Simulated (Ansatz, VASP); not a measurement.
# AlCu: VASP beside Ansatz

```
CELL_PARAMETERS angstrom
2.90663 0.00000 0.00000
0.00000 2.90663 0.00000
0.00000 0.00000 2.90663
ATOMIC_POSITIONS crystal
Al 0.00000 0.00000 0.00000
Cu 0.50000 0.50000 0.50000
```

Change from the starting cell: mode 4 frozen in at +0.000 Å, equal normal strain along x, y and z -0.0167.

Alike in both runs: task single point; functional PBEsol; k mesh 16 × 16 × 16; occupations gaussian, width 0.15 eV; no spin polarisation.

```csv
,VASP,Ansatz
version,VASP 6.6.1,Ansatz 0.2.0
potentials or method,"VASP PAW PBE potentials, release 64 (Al, Cu_sv_GW), cutoff 820 eV","scalar-relativistic, plane waves, PAW"
valence electrons in the cell,22,22
```

```csv
,VASP,Ansatz,Ansatz less VASP
gap on the k mesh at the Fermi level (eV),none,none,-
pressure (GPa),7.0,7.3,+0.33
```

VASP's potentials were made for PBE, not for PBEsol, and Ansatz warns of the same on its side. A gap of «none» marks a metal or a gap that the smearing closes.
